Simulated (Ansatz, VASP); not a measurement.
**BN: VASP beside Ansatz**

File INCAR:

```
PREC = Accurate
ENCUT = 520
EDIFF = 1E-6
ISMEAR = 0
SIGMA = 0.02
LREAL = False
LASPH = True
NELM = 80
ALGO = Normal
ISIF = 2
LWAVE = False
LCHARG = False
GGA = PS
IBRION = 2
NSW = 60
EDIFFG = -0.002
```

KPOINTS

```
Automatic mesh
0
Gamma
  9 9 6
```

POSCAR

```
BN
1.0
    2.5420668337      0.0000000000      0.0000000000
   -1.2710334168      2.2014944561      0.0000000000
    0.0000000000      0.0000000000      4.1606277799
B N
2 2
Direct
    0.3333333333      0.6666666667     -0.0003399506
    0.6666666667      0.3333333333      0.4996600494
    0.3333333333      0.6666666667      0.3743399506
    0.6666666667      0.3333333333      0.8743399506
```

Input for Ansatz:

```yaml
crystal:
  lattice:
    - [2.5420668337, 0.0, 0.0]
    - [-1.2710334168, 2.2014944561, 0.0]
    - [0.0, 0.0, 4.1606277799]
  atoms:
    - { symbol: B, position: [0.3333333333, 0.6666666667, -0.0003399506] }
    - { symbol: B, position: [0.6666666667, 0.3333333333, 0.4996600494] }
    - { symbol: "N", position: [0.3333333333, 0.6666666667, 0.3743399506] }
    - { symbol: "N", position: [0.6666666667, 0.3333333333, 0.8743399506] }
basis:
  ecutwfc: 420
kpoints:
  mp_grid: { grid: [9, 9, 6] }
hamiltonian:
  xc: pbesol
  pseudopotentials: { kind: paw, azcp: { folder: soft_1 } }
scf:
  occupations: { method: gaussian, width: 0.02 }
output:
  forces: true
  stress: true
  eigenvalues: true
relax:
  adjacent_minimum: "off"
  f_tol: 0.002
  max_steps: 40
```

Change from the starting cell: strained cell.

Alike in both runs: task relaxation of the atoms; functional PBEsol; k mesh 9 × 9 × 6; occupations gaussian, width 0.02 eV; no spin polarisation.

```csv
,VASP,Ansatz
version,VASP 6.6.1,Ansatz 0.2.0
potentials or method,"VASP PAW PBE potentials, release 64 (B, N), cutoff 520 eV","scalar-relativistic, plane waves, PAW"
valence electrons in the cell,16,16
```

Ansatz gave:

- gap on the k mesh at the Fermi level, each at its own relaxed structure (eV): 5.00

Task: Which values does VASP return?

Result: gap on the k mesh at the Fermi level, each at its own relaxed structure (eV): 4.98.

VASP's potentials were made for PBE, not for PBEsol, and Ansatz warns of the same on its side. Ansatz's warnings: stress scf threshold loose.

Noted on VASP's run: the relaxation stopped at its first step, so nothing moved.
